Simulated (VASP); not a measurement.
PbSe:

```
Pb Se
1.0
     0.00000    3.42320    3.42320
     3.42320    0.00000    3.42320
     3.42320    3.42320    0.00000
Pb Se
1 1
Direct
  0.00000 0.00000 0.00000
  0.25000 0.25000 0.25000
```

Base run:

```yaml
Program: VASP 6.6.1
Functional: r2SCAN
Potentials_or_basis: VASP PAW PBE potentials, release 64 (Pb_d, Se)
Cutoff: 520 eV
k_mesh: 6 × 6 × 6
Occupations: gaussian, width 0.01 eV
Spin: no spin polarisation
```

Its results: band gap on the k mesh 0.93 eV, indirect (least direct gap 1.34 eV); pressure 0.0 GPa.

Problem. The run is repeated on the same cell with these changes: functional from r2SCAN to PBE; further incar settings from ALGO = Normal; EDIFF = 1e-06; NBANDS = 17 to ALGO = Normal; EDIFF = 1e-07; NBANDS = 17. What comes out?

Solution. Band gap on the k mesh 0.75 eV, indirect (least direct gap 1.15 eV); pressure 0.7 GPa.

Caveats: spin-orbit coupling is left out, which moves the levels of the heavy elements; the PAW data sets were made with another functional, which shifts forces and pressure a little (some runs).

A k mesh can miss the band edges.
